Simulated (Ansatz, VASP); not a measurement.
One calculation of CoO, two programs

File INCAR:

```
SYSTEM = CoO
PREC = Accurate
ENCUT = 520
EDIFF = 1E-7
ISMEAR = 0
SIGMA = 0.05
LREAL = .False.
LASPH = .True.
NELM = 60
ALGO = Normal
ISIF = 2
LWAVE = .False.
LCHARG = .False.
GGA = PE
NBANDS = 14
```

The input KPOINTS:

```
regular mesh
0
Gamma
  14 14 14
  0 0 0
```

The input POSCAR:

```
CoO
1.0
    0.0000000000      2.0644775632      2.0644775632
    2.0644775632      0.0000000000      2.0644775632
    2.0644775632      2.0644775632      0.0000000000
Co O
1 1
Direct
    0.0000000000      0.0000000000      0.0000000000
    0.5000000000      0.5000000000      0.5000000000
```

Input for Ansatz:

```yaml
crystal:
  lattice:
    - [0.0, 2.0644775632, 2.0644775632]
    - [2.0644775632, 0.0, 2.0644775632]
    - [2.0644775632, 2.0644775632, 0.0]
  atoms:
    - { symbol: Co, position: [0.0, 0.0, 0.0] }
    - { symbol: O, position: [0.5, 0.5, 0.5] }
basis:
  ecutwfc: 420
  ecutrho_ratio: 4
kpoints:
  mp_grid: { grid: [14, 14, 14] }
hamiltonian:
  xc: pbe
scf:
  occupations: { method: gaussian, width: 0.05 }
output:
  forces: true
  stress: true
  eigenvalues: true
```

Alike in both runs: task single point; functional PBE; k mesh 14 × 14 × 14; occupations gaussian, width 0.05 eV; no spin polarisation.

|  | VASP | Ansatz |
| --- | --- | --- |
| version | VASP 6.6.1 | Ansatz 0.2.0 |
| potentials or method | VASP PAW PBE potentials, release 64 (Co, O), cutoff 520 eV | scalar-relativistic, plane waves, PAW |
| valence electrons in the cell | 15 | 23 |

|  | VASP | Ansatz | Ansatz less VASP |
| --- | --- | --- | --- |
| gap on the k mesh at the Fermi level (eV) | none | none | - |
| pressure (GPa) | -4.2 | -4.2 | +0.01 |

A gap of «none» marks a metal or a gap that the smearing closes. VASP's potentials hold 15 valence electrons a cell and Ansatz's 23, so a difference there can come from the potentials and not from the codes.
